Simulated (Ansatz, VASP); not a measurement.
# Two plane-wave programs on ZnAu

INCAR

```
PREC = Accurate
ENCUT = 600
EDIFF = 1E-6
ISMEAR = 0
SIGMA = 0.1
LREAL = F
LASPH = T
NELM = 100
ALGO = Fast
ISIF = 3
LWAVE = F
LCHARG = F
GGA = PS
IBRION = 2
NSW = 70
EDIFFG = -0.005
```

KPOINTS

```
Automatic mesh
0
Gamma
  14 14 14
```

Contents of POSCAR:

```
ZnAu
1.0
    3.1866969189      0.0000000000      0.0000000000
    0.0000000000      3.1866969189      0.0000000000
    0.0000000000      0.0000000000      3.1866969189
Zn Au
1 1
Direct
    0.5000000000      0.5000000000      0.5000000000
    0.0000000000      0.0000000000      0.0000000000
```

Input for Ansatz:

```yaml
crystal:
  lattice:
    - [3.1866969189, 0.0, 0.0]
    - [0.0, 3.1866969189, 0.0]
    - [0.0, 0.0, 3.1866969189]
  atoms:
    - { symbol: Zn, position: [0.5, 0.5, 0.5] }
    - { symbol: Au, position: [0.0, 0.0, 0.0] }
basis:
  ecutwfc: 420
kpoints:
  mp_grid: { grid: [14, 14, 14] }
hamiltonian:
  xc: pbesol
scf:
  occupations: { method: gaussian, width: 0.1 }
output:
  forces: true
  stress: true
  eigenvalues: true
relax:
  adjacent_minimum: "off"
  f_tol: 0.005
  max_steps: 50
  cell: { stress_tol: 0.05 }
```

Alike in both runs: task relaxation of cell and atoms; functional PBEsol; k mesh 14 × 14 × 14; occupations gaussian, width 0.1 eV; no spin polarisation.

|  | VASP | Ansatz |
| --- | --- | --- |
| version | VASP 6.6.1 | Ansatz 0.2.0 |
| potentials or method | VASP PAW PBE potentials, release 64 (Zn, Au), cutoff 600 eV | scalar-relativistic, plane waves, PAW |
| valence electrons in the cell | 23 | 31 |

|  | VASP | Ansatz | Ansatz less VASP |
| --- | --- | --- | --- |
| gap on the k mesh at the Fermi level, each at its own relaxed structure (eV) | none | none | - |
| relaxed volume (Å³/atom) | 15.33 | 15.31 | -0.024 |
| relaxed cell length with the largest relative difference (Å) | 3.130 | 3.128 | -0.0016 |

VASP's potentials were made for PBE, not for PBEsol. A gap of «none» marks a metal or a gap that the smearing closes. VASP's potentials hold 23 valence electrons a cell and Ansatz's 31, so a difference there can come from the potentials and not from the codes.

Spin-orbit coupling is off throughout.
